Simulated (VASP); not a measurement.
Here is a VASP 6.6.1 calculation.

The input INCAR:

```
  ALGO = Normal
  EDIFF = 1E-6
  ENCUT = 500
  GGA = PE
  GGA_COMPAT = False
  ISIF = 2
  ISMEAR = -1
  LASPH = True
  LCHARG = False
  LREAL = False
  LWAVE = False
  NBANDS = 24
  NELM = 120
  PREC = Accurate
  SIGMA = 0.05
```

The input KPOINTS:

```
k-points
0
Gamma
  8 8 5
```

The input POSCAR:

```
Ir
1.0
    2.7513778946      0.0000000000      0.0000000000
   -1.3756889473      2.3827631521      0.0000000000
    0.0000000000      0.0000000000      4.4622900000
Ir
2
Direct
    0.3333333333      0.6666666667      0.2500000000
    0.6666666667      0.3333333333      0.7500000000
```

Potentials or basis: VASP PAW PBE potentials, release 64 (Ir_sv_GW).

Launch:

```console
$ cat potpaw_PBE.64/Ir_sv_GW/POTCAR > POTCAR
$ mpirun -np 1 vasp_std > vasp.out
```

**Question.** Estimate the band gap on the k mesh.

**Answer.** Zero (band 17 reaches 13.32 eV, above the bottom of band 18 at 10.26 eV).

**Question.** Estimate the pressure.

**Answer.** -3.8 GPa.

Stress tensor (GPa, compression positive):
```
-3.27  0.00  0.00
 0.00 -3.27  0.00
 0.00  0.00 -4.75
```

Caveat: spin-orbit coupling is left out, which moves the levels of the heavy elements.
